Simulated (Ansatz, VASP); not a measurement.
Two plane-wave programs on Nb2Sn2S

INCAR

```
PREC = Accurate ; ENCUT = 520
EDIFF = 1E-7 ; ISMEAR = 0
SIGMA = 0.1 ; LREAL = F
LASPH = T ; NELM = 80
ALGO = Normal ; ISIF = 2
LWAVE = F ; LCHARG = F
GGA = PE ; NBANDS = 38
```

KPOINTS

```
Automatic mesh
0
Gamma
  4 4 4
```

The input POSCAR:

```
Nb2Sn2S
1.0
    0.0000000000      3.1767692500      5.8761133900
    3.1687750200      0.0000000000      5.8761133900
    3.1687750200      3.1767692500      0.0000000000
Nb Sn S
2 2 1
Direct
    0.2500000000      0.2500000000      0.2500000000
    0.7500000000      0.7500000000      0.7500000000
    0.6105442600      0.6105442600      0.3894557400
    0.3894557400      0.3894557400      0.6105442600
    0.0000000000      0.0000000000      0.0000000000
```

Input for Ansatz:

```yaml
crystal:
  lattice:
    - [0.0, 3.17676925, 5.87611339]
    - [3.16877502, 0.0, 5.87611339]
    - [3.16877502, 3.17676925, 0.0]
  atoms:
    - { symbol: Nb, position: [0.25, 0.25, 0.25] }
    - { symbol: Nb, position: [0.75, 0.75, 0.75] }
    - { symbol: Sn, position: [0.61054426, 0.61054426, 0.38945574] }
    - { symbol: Sn, position: [0.38945574, 0.38945574, 0.61054426] }
    - { symbol: S, position: [0.0, 0.0, 0.0] }
basis:
  ecutwfc: 420
kpoints:
  mp_grid: { grid: [4, 4, 4] }
hamiltonian:
  xc: pbe
scf:
  occupations: { method: gaussian, width: 0.1 }
  lower_state_search: "off"
output:
  forces: true
  stress: true
  eigenvalues: true
```

Change from the starting cell: species swapped into the SmAl2Zn2 type (Fmmm, No. 69).

Alike in both runs: task single point; functional PBE; k mesh 4 × 4 × 4; occupations gaussian, width 0.1 eV; no spin polarisation.

```csv
,VASP,Ansatz
version,VASP 6.6.1,Ansatz 0.2.0
potentials or method,"VASP PAW PBE potentials, release 64 (Nb_sv, Sn_d, S), cutoff 520 eV","scalar-relativistic, plane waves, PAW"
valence electrons in the cell,60,60
```

```csv
,VASP,Ansatz,Ansatz less VASP
gap on the k mesh at the Fermi level (eV),none,none,-
pressure (GPa),2.3,2.4,+0.12
"traceless stress, the component that is largest in VASP (GPa)",3.97,3.94,-0.023
rms of the force components (eV/Å),0.140,0.138,-0.0021
```

Atom by atom the forces differ by 0.002 eV/Å (rms over components). A gap of «none» marks a metal or a gap that the smearing closes. The functional is the same, so the differences come from potentials, cutoffs and numerics.

The k mesh is coarse, so the values compare programs but aren't converged.
